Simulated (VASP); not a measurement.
# HC16 (a cell with a defect) in VASP: further runs

The runs below take HC16 (a cell with a defect) through single point, with PBE+D3(BJ).

Program: VASP 6.6.1. These are calculated values, not measurements. Logs are shortened: lines on timing, memory, paths and dates and some standing lists are left out, and cuts for length are marked.

**1. The cell of the first run**

The cell holds a defect, 17 atoms: a = 5.049 Å, b = 5.049 Å, c = 5.049 Å, α = 60.00°, β = 60.00°, γ = 60.00°.

**2. Single point, PBE+D3(BJ)**

INCAR

```
  PREC = Accurate
  ENCUT = 520
  EDIFF = 1E-6
  ISMEAR = 0
  SIGMA = 0.05
  LREAL = Auto
  LASPH = T
  NELM = 80
  ALGO = Normal
  ISIF = 2
  LWAVE = F
  LCHARG = T
  GGA = PE
  IVDW = 12
  LELF = T
  LVHAR = T
  NELECT = 64.0
  NBANDS = 46
```

KPOINTS

```
Automatic mesh
0
Gamma
  3 3 3
```

POSCAR

```
HC16
1.0
    0.0000000000      3.5700000000      3.5700000000
    3.5700000000      0.0000000000      3.5700000000
    3.5700000000      3.5700000000      0.0000000000
C H
16 1
Direct
   -0.0033135033      0.0037997926     -0.0062451936
    0.1265789760      0.1216948493      0.1215877986
    0.0026448882     -0.0014004963      0.4955524329
    0.1253431921      0.1246635665      0.6199175628
    0.0303126244      0.4874903066     -0.0110923884
    0.1178967193      0.6303805928      0.1217030068
    0.0006702437      0.4981897673      0.4943179356
    0.1370336947      0.6242317856      0.6099288573
    0.4982668462      0.0022707057     -0.0045972418
    0.6220451750      0.1253893395      0.1224659625
    0.4993163227     -0.0006571896      0.4955836989
    0.6280135825      0.1202225281      0.6198280593
    0.4875101085      0.4997982144     -0.0031674606
    0.5943850903      0.6366209253      0.1323745702
    0.5067067408      0.4936490106      0.4956196591
    0.6239652178      0.6258209403      0.6188164395
    0.8121356810      0.5606440615      0.9092054009
```

Potentials or basis: VASP PAW PBE potentials, release 64 (C, H).

On the command line:

```console
$ cat potpaw_PBE.64/C/POTCAR potpaw_PBE.64/H/POTCAR > POTCAR
$ mpirun -np 1 vasp_std > vasp.out
```

OUTCAR:

```text
PREC = Accurate
   ENCUT = 520
   EDIFF = 1E-6
   ISMEAR = 0
   LREAL = Auto
   LASPH = T
   NELM = 80
   ISIF = 2
   GGA = PE
   IVDW = 12
   NELECT = 64.0
 IVDW          = 12

 ion  position               nearest neighbor table
   1  0.997  0.004  0.994-   6 1.54   4 1.54  10 1.54   2 1.55
   2  0.127  0.122  0.122-   5 1.51   9 1.53   3 1.54   1 1.55
   3  0.003  0.999  0.496-   4 1.54   2 1.54   8 1.54  12 1.54
   4  0.125  0.125  0.620-   3 1.54   7 1.54   1 1.54  11 1.54
   5  0.030  0.487  0.989-  17 1.18   6 1.50   2 1.51   8 1.56  14 1.80
   6  0.118  0.630  0.122-   5 1.50  13 1.52   7 1.54   1 1.54
   7  0.001  0.498  0.494-   6 1.54   4 1.54  16 1.55   8 1.56
   8  0.137  0.624  0.610-  15 1.52   3 1.54   7 1.56   5 1.56
   9  0.498  0.002  0.995-  14 1.51   2 1.53  10 1.54  12 1.55
  10  0.622  0.125  0.122-  11 1.54   9 1.54  13 1.54   1 1.54
  11  0.499  0.999  0.496-  10 1.54  16 1.54  12 1.54   4 1.54
  12  0.628  0.120  0.620-  15 1.54  11 1.54   3 1.54   9 1.55
  13  0.488  0.500  0.997-   6 1.52  10 1.54  16 1.56  14 1.57
  14  0.594  0.637  0.132-  17 1.18  15 1.50   9 1.51  13 1.57   5 1.80
  15  0.507  0.494  0.496-  14 1.50   8 1.52  16 1.54  12 1.54
  16  0.624  0.626  0.619-  15 1.54  11 1.54   7 1.55  13 1.56
  17  0.812  0.561  0.909-  14 1.18   5 1.18

  LATTYP: Found a face centered cubic cell.
 ALAT       =     7.1400000000

  Lattice vectors:

 A1 = (   0.0000000000,   3.5700000000,   3.5700000000)
 A2 = (   3.5700000000,   0.0000000000,   3.5700000000)
 A3 = (   3.5700000000,   3.5700000000,   0.0000000000)

Analysis of symmetry for initial positions (statically):
=====================================================================
 Subroutine PRICEL returns:
 Original cell was already a primitive cell.

 Routine SETGRP: Setting up the symmetry group for a
 face centered cubic supercell.

 Subroutine GETGRP returns: Found  1 space group operations
 (whereof  1 operations were pure point group operations)
 out of a pool of 48 trial point group operations.

The static configuration has the point symmetry C_1 .

Analysis of symmetry for dynamics (positions and initial velocities):
=====================================================================
 Subroutine PRICEL returns:
 Original cell was already a primitive cell.

 Routine SETGRP: Setting up the symmetry group for a
 face centered cubic supercell.

 Subroutine GETGRP returns: Found  1 space group operations
 (whereof  1 operations were pure point group operations)
 out of a pool of 48 trial point group operations.

The dynamic configuration has the point symmetry C_1 .

 Subroutine INISYM returns: Found  1 space group operations
 (whereof  1 operations are pure point group operations),
 and found     1 'primitive' translations

----------------------------------------------------------------------------------------

                                     Primitive cell

  volume of cell :      90.9986

  direct lattice vectors                    reciprocal lattice vectors
     0.000000000  3.570000000  3.570000000    -0.140056022  0.140056022  0.140056022
     3.570000000  0.000000000  3.570000000     0.140056022 -0.140056022  0.140056022
     3.570000000  3.570000000  0.000000000     0.140056022  0.140056022 -0.140056022

  length of vectors
     5.048742418  5.048742418  5.048742418     0.242584147  0.242584147  0.242584147

  position of ions in fractional coordinates (direct lattice)
     0.996686497  0.003799793  0.993754806
     0.126578976  0.121694849  0.121587799
     0.002644888  0.998599504  0.495552433
     0.125343192  0.124663566  0.619917563
     0.030312624  0.487490307  0.988907612
     0.117896719  0.630380593  0.121703007
[... 9 lines left out ...]
     0.623965218  0.625820940  0.618816440
     0.812135681  0.560644061  0.909205401

  ion indices of the primitive-cell ions
   primitive index   ion index
                 1           1
                 2           2
                 3           3
                 4           4
                 5           5
                 6           6
[... 9 lines left out ...]
                16          16
                17          17

----------------------------------------------------------------------------------------

 KPOINTS: Automatic mesh

Automatic generation of k-mesh.
 Grid dimensions read from file:
 generate k-points for:    3    3    3

 Generating k-lattice:

  Cartesian coordinates                     Fractional coordinates (reciprocal lattice)
    -0.046685341  0.046685341  0.046685341     0.333333333  0.000000000  0.000000000
     0.046685341 -0.046685341  0.046685341     0.000000000  0.333333333  0.000000000
     0.046685341  0.046685341 -0.046685341     0.000000000  0.000000000  0.333333333

  Length of vectors
     0.080861382  0.080861382  0.080861382

  Shift w.r.t. Gamma in fractional coordinates (k-lattice)
     0.000000000  0.000000000  0.000000000

 Subroutine IBZKPT returns following result:
 ===========================================

 Found     14 irreducible k-points:

 Following reciprocal coordinates:
            Coordinates               Weight
  0.000000  0.000000  0.000000      1.000000
  0.333333  0.000000  0.000000      2.000000
  0.000000  0.333333  0.000000      2.000000
  0.000000  0.000000  0.333333      2.000000
  0.333333  0.333333  0.333333      2.000000
  0.333333  0.333333  0.000000      2.000000
  0.000000  0.333333  0.333333      2.000000
  0.333333  0.000000  0.333333      2.000000
 -0.333333  0.333333  0.000000      2.000000
  0.000000 -0.333333  0.333333      2.000000
  0.333333  0.000000 -0.333333      2.000000
  0.333333  0.333333 -0.333333      2.000000
 -0.333333  0.333333 -0.333333      2.000000
  0.333333 -0.333333 -0.333333      2.000000
   k-points           NKPTS =     14   k-points in BZ     NKDIM =     14   number of bands    NBANDS=     46
   number of dos      NEDOS =    301   number of ions     NIONS =     17
   total plane-waves  NPLWV =  64000
   dimension x,y,z NGX =    40 NGY =   40 NGZ =   40
   dimension x,y,z NGXF=    80 NGYF=   80 NGZF=   80
   ions per type =              16   1
   NGX,Y,Z   is equivalent  to a cutoff of  13.17, 13.17, 13.17 a.u.
   NGXF,Y,Z  is equivalent  to a cutoff of  26.34, 26.34, 26.34 a.u.
 SYSTEM =  unknown system
   PREC   = accura    normal or accurate (medium, high low for compatibility)
   ISTART =      0    job   : 0-new  1-cont  2-samecut
   ICHARG =      2    charge: 1-file 2-atom 10-const
   ISPIN  =      1    spin polarized calculation?
   LNONCOLLINEAR =      F non collinear calculations
   LSORBIT =      F    spin-orbit coupling
   LASPH  =      T    aspherical Exc in radial PAW
   ENCUT  =  520.0 eV  38.22 Ry    6.18 a.u.   9.39  9.39  9.39*2*pi/ulx,y,z
   NELM   =     80;   NELMIN=  2; NELMDL= -5     # of ELM steps
   EDIFF  = 0.1E-05   stopping-criterion for ELM
   LREAL  =      T    real-space projection
   EDIFFG = 0.1E-04   stopping-criterion for IOM
   NSW    =      0    number of steps for IOM
   IBRION =     -1    ionic relax: 0-MD 1-quasi-New 2-CG
   NFREE  =      0    steps in history (QN), initial steepest desc. (CG)
   ISIF   =      2    stress and relaxation
   ISYM   =      2    0-nonsym 1-usesym 2-fastsym
   POTIM  = 0.5000    time-step for ionic-motion
   TEBEG  =    0.0;   TEEND  =   0.0 temperature during run
   PSTRESS=    0.0 pullay stress
   NELECT =      64.0000    total number of electrons
   NUPDOWN=      -1.0000    fix difference up-down
   EMIN   =  10.00;   EMAX   =-10.00  energy-range for DOS
   EFERMI =   0.00;   METHOD = LEGACY
   ISMEAR =     0;   SIGMA  =   0.05  broadening in eV -4-tet -1-fermi 0-gaus
   EFERMI_NEDOS =   21; number of points for ismear=-14 and -15
   IALGO  =     38    algorithm
   IMIX   =      4    mixing-type and parameters
     AMIX     =   0.40;   BMIX     =  1.00
     AMIX_MAG =   1.60;   BMIX_MAG =  1.00
  volume/ion in A,a.u.               =       5.35        36.12
  Fermi-wavevector in a.u.,A,eV,Ry     =   1.455872  2.751200 28.838420  2.119564
  Thomas-Fermi vector in A             =   2.572856
   LORBIT       =      0    0 simple, 1 ext, 2 COOP (PROOUT), +10 PAW based schemes
   GGA     = PE    functional components
   LHFCALC =     F    Hartree Fock is set to
   AEXX    =    0.0000 exact exchange contribution
   IVDW    =    12    specifies the selected vdW correction
   LEPSILON=     F    determine dielectric tensor
   LRPA    =     F    only Hartree local field effects (RPA)
 non-spin polarized calculation
 Gauss-broadening in eV      SIGMA  =   0.05
  energy-cutoff  :      520.00
  volume of cell :       91.00
 maximum number of plane-waves:      2453
 NGX is ok and might be reduce to    40
   NGX = 19   NGY = 19   NGZ = 19

 number of electron      64.0000000 magnetization

 Free energy of the ion-electron system (eV)
  ---------------------------------------------------
  ext. energy  EPLUGINS =         0.00000000
  ---------------------------------------------------
  free energy    TOTEN  =      -155.22755176 eV

  energy without entropy =     -155.22755176  energy(sigma->0) =     -155.22755176

 E-fermi :  10.1797     XC(G=0): -13.2419

 val. band max:        9.8914674350   @ k =   0.0000   0.0000   0.0000
 cond. band min:      12.4658574833   @ k =   0.0000   0.0000   0.0000
 fundamental gap:      2.5743900483
 Fermi energy:        10.1796630645

 k-point     1 :       0.0000    0.0000    0.0000
  band No.  band energies     occupation
      1     -11.9897      2.00000
      2      -6.9386      2.00000
      3      -6.0158      2.00000
      4      -5.9369      2.00000
      5      -5.8846      2.00000
      6      -4.7858      2.00000
[... 36 lines left out ...]
     43      17.6823      0.00000
     44      18.0443      0.00000

 k-point     2 :       0.3333    0.0000    0.0000
  band No.  band energies     occupation
      1     -11.2435      2.00000
      2      -9.0095      2.00000
      3      -6.8843      2.00000
      4      -6.0004      2.00000
      5      -5.9111      2.00000
      6      -5.1843      2.00000
[... 36 lines left out ...]
     43      17.5471      0.00000
     44      18.0719      0.00000

 k-point     3 :       0.0000    0.3333    0.0000
  band No.  band energies     occupation
      1     -11.2970      2.00000
      2      -8.8911      2.00000
      3      -6.5836      2.00000
      4      -6.1561      2.00000
      5      -5.9551      2.00000
      6      -5.3028      2.00000
[... 36 lines left out ...]
     43      17.9017      0.00000
     44      17.9699      0.00000

 k-point     4 :       0.0000    0.0000    0.3333
  band No.  band energies     occupation
      1     -11.2766      2.00000
      2      -8.9361      2.00000
      3      -6.6886      2.00000
      4      -6.1698      2.00000
      5      -5.9250      2.00000
      6      -5.2193      2.00000
[... 412 lines left out ...]
     43      19.3306      0.00000
     44      19.4555      0.00000

 k-point    13 :      -0.3333    0.3333   -0.3333
  band No.  band energies     occupation
      1     -10.3544      2.00000
      2      -9.0705      2.00000
      3      -8.8670      2.00000
      4      -7.0613      2.00000
      5      -6.7599      2.00000
      6      -4.5235      2.00000
[... 36 lines left out ...]
     43      19.1505      0.00000
     44      19.4717      0.00000

 k-point    14 :       0.3333   -0.3333   -0.3333
  band No.  band energies     occupation
      1     -10.2204      2.00000
      2      -9.3412      2.00000
      3      -8.8526      2.00000
      4      -6.9745      2.00000
      5      -6.6884      2.00000
      6      -4.6095      2.00000
[... 36 lines left out ...]
     43      19.2655      0.00000
     44      19.4829      0.00000
 [bands above 44 left out]

------------------------ aborting loop because EDIFF is reached ----------------------------------------

 Edisp (eV)   -3.23253

 E8    (eV) :    -0.9204

  FORCE on cell =-STRESS in cart. coord.  units (eV):
  Direction    XX          YY          ZZ          XY          YZ          ZX
  --------------------------------------------------------------------------------------
  -------------------------------------------------------------------------------------
  Total      -9.09204    -9.07843    -8.83252    -2.07505     2.60904    -2.59725
  in kB    -160.08007  -159.84049  -155.51079   -36.53462    45.93640   -45.72882
  external pressure =     -158.48 kB  Pullay stress =        0.00 kB

 VOLUME and BASIS-vectors are now :
 -----------------------------------------------------------------------------
  energy-cutoff  :      520.00
  volume of cell :       91.00
      direct lattice vectors                 reciprocal lattice vectors
     0.000000000  3.570000000  3.570000000    -0.140056022  0.140056022  0.140056022
     3.570000000  0.000000000  3.570000000     0.140056022 -0.140056022  0.140056022
     3.570000000  3.570000000  0.000000000     0.140056022  0.140056022 -0.140056022

 POSITION                                       TOTAL-FORCE (eV/Angst)
 -----------------------------------------------------------------------------------
      3.56127      7.10588      3.57174        -0.004350      0.002762      0.000364
      0.86852      0.88596      0.88634        -0.000786      0.003317     -0.006636
      5.33412      1.77856      3.57444         0.006774      0.000886     -0.005605
      2.65815      2.66058      0.89252         0.005285      0.003843      0.001794
      5.27074      3.63862      1.84856         0.007956      0.000199      0.002475
      2.68494      0.85537      2.67135         0.006719     -0.002997     -0.002277
[... 9 lines left out ...]
      4.44336      4.43673      4.46174        -0.002577      0.001806     -0.000362
      5.24736      6.14519      4.90082        -0.017380     -0.019038      0.002685
 -----------------------------------------------------------------------------------
    total drift:                                0.037464      0.040004     -0.000860

  FREE ENERGIE OF THE ION-ELECTRON SYSTEM (eV)
  ---------------------------------------------------
  free  energy   TOTEN  =      -158.4600788082 eV

  energy  without entropy=     -158.4600788082  energy(sigma->0) =     -158.46007881
```

Wall time 87 s (1 thread of Intel Xeon 6975P-C (Granite Rapids), shared host); peak memory 0.25 GiB.

Results:

```yaml
Free_energy: -158.4601 eV
Largest_force: 0.026 eV/Å
Dispersion_energy_per_atom: -0.190 eV
```

Forces in eV/Å, atoms in the order of the input:
```
C   -0.004  0.003  0.000
C   -0.001  0.003 -0.007
C    0.007  0.001 -0.006
C    0.005  0.004  0.002
C    0.008  0.000  0.002
C    0.007 -0.003 -0.002
C    0.003 -0.003 -0.002
C   -0.001 -0.008  0.001
C    0.007  0.001  0.008
C    0.001  0.002  0.006
C    0.004  0.004 -0.001
C    0.001  0.000 -0.003
C   -0.012 -0.003 -0.001
C   -0.005  0.010 -0.002
C    0.001  0.005  0.002
C   -0.003  0.002  0.000
H   -0.017 -0.019  0.003
```

Levels at points of the mesh, in eV from the Fermi level:
| k point | band 30 | band 31 | band 32 | band 33 | band 34 | band 35 |
| --- | --- | --- | --- | --- | --- | --- |
| (0.00, 0.00, 0.00) | -0.57 | -0.44 | -0.29 | 2.29 | 3.07 | 4.00 |

Caveat: the k points lie up to 0.51 Å⁻¹ apart; the cell carries a net charge on a neutralising background, which shifts energy and pressure; the cell is charged against a uniform background, so pressure and absolute levels hang on convention.

**3. Single point, PBE+D3(BJ)**

INCAR

```
SYSTEM = HC16
PREC = Accurate
ENCUT = 520
EDIFF = 1E-7
ISMEAR = 0
SIGMA = 0.05
LREAL = Auto
LASPH = .TRUE.
NELM = 80
ALGO = Normal
ISIF = 2
LWAVE = .FALSE.
LCHARG = .FALSE.
GGA = PE
IVDW = 12
NELECT = 64.0
NBANDS = 46
```

KPOINTS

```
Automatic mesh
0
G
  3 3 3
  0 0 0
```

POSCAR

```
HC16
1.0
    0.0000000000      3.5700000000      3.5700000000
    3.5700000000      0.0000000000      3.5700000000
    3.5700000000      3.5700000000      0.0000000000
C H
16 1
Direct
   -0.0035850133     -0.0127811694      0.0010934816
    0.1318946759      0.0941792788      0.1378557325
   -0.0050348176     -0.0020633923      0.5035926009
    0.1220046754      0.1217386297      0.6267095072
   -0.0115080740      0.5299392684     -0.0111912088
    0.1212328079      0.6176236548      0.1316909146
   -0.0067042754      0.4963773940      0.5051084424
    0.1211210740      0.6262626698      0.6230042838
    0.4951990779      0.0064434364     -0.0050623260
    0.6184133306      0.1236752471      0.1271249923
    0.4951382511     -0.0009707386      0.5006534066
    0.6193929975      0.1277222883      0.6215251666
    0.4938665422      0.5004010837     -0.0004887944
    0.6094091368      0.6368129863      0.1255649385
    0.4950841042      0.5023702695      0.4999149457
    0.6194601672      0.6250589057      0.6259822235
    0.9082272198      0.3119699378      1.0626423631
```

Potentials or basis: VASP PAW PBE potentials, release 64 (C, H).

On the command line:

```console
$ cat potpaw_PBE.64/C/POTCAR potpaw_PBE.64/H/POTCAR > POTCAR
$ mpirun -np 1 vasp_std > vasp.out
```

It took 84 s on 1 thread of Intel Xeon 6975P-C (Granite Rapids), shared host; peak memory 0.26 GiB.

Results (log left out):

```yaml
Free_energy: -158.4601 eV
Largest_force: 0.027 eV/Å
Dispersion_energy_per_atom: -0.190 eV
```

Forces on the atoms (eV/Å):
```
C    0.004 -0.012  0.002
C   -0.005  0.002  0.009
C    0.005  0.002  0.002
C    0.004  0.000  0.006
C    0.004  0.008  0.006
C   -0.006  0.011 -0.007
C    0.004 -0.003  0.003
C   -0.007  0.005  0.002
C    0.007 -0.001  0.002
C    0.002 -0.004 -0.003
C   -0.002  0.001  0.006
C    0.000  0.001  0.002
C   -0.002  0.000 -0.005
C   -0.007 -0.001 -0.010
C   -0.005  0.005  0.000
C    0.002  0.004  0.005
H    0.001 -0.018 -0.020
```

Levels at points of the mesh, in eV from the Fermi level:
```tsv
k point	band 28	band 29	band 30	band 31	band 32	band 33	band 34	band 35	band 36	band 37
(0.00, 0.00, 0.00)	-2.96	-2.84	-0.51	-0.38	-0.23	2.35	3.12	4.06	4.27	4.57
```

Caveat: the k points lie up to 0.51 Å⁻¹ apart; the cell carries a net charge on a neutralising background, which shifts energy and pressure; the cell is charged against a uniform background, so pressure and absolute levels hang on convention.

(Part 1 of 2 ends here.)
